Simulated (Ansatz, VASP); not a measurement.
**Sn3PbSe4 in VASP and in Ansatz**

```
Sn Pb Se
1.0
     4.32126    0.00000    0.00000
     0.00000    6.11118    0.00000
     0.00000    0.00000    8.64251
Sn Pb Se
3 1 4
Direct
  0.00000 0.00000 0.75000
  0.50000 0.50000 0.00000
  0.00000 0.00000 0.25000
  0.50000 0.50000 0.50000
  0.00000 0.50000 0.75000
  0.50000 0.00000 0.00000
  0.00000 0.50000 0.25000
  0.50000 0.00000 0.50000
```

Alike in both runs: task single point; functional PBE; k mesh 4 × 4 × 2; occupations gaussian, width 0.1 eV; no spin polarisation.

```csv
,VASP,Ansatz
version,VASP 6.6.1,Ansatz 0.2.0
potentials or method,"VASP PAW PBE potentials, release 64 (Sn_d, Pb_d, Se), cutoff 520 eV","scalar-relativistic, plane waves, PAW"
valence electrons in the cell,80,120
```

|  | VASP | Ansatz | Ansatz less VASP |
| --- | --- | --- | --- |
| gap on the k mesh at the Fermi level (eV) | 0.07 | 0.07 | +0.002 |
| least direct gap on the mesh (eV) | 0.07 | 0.07 | +0.002 |
| pressure (GPa) | -0.6 | -0.6 | +0.01 |
| rms of the force components (eV/Å) | 0.082 | 0.083 | +0.0001 |

Atom by atom the forces differ by 0.000 eV/Å (rms over components). VASP's potentials hold 80 valence electrons a cell and Ansatz's 120, so a difference there can come from the potentials and not from the codes.

Neither program's run includes spin-orbit coupling.
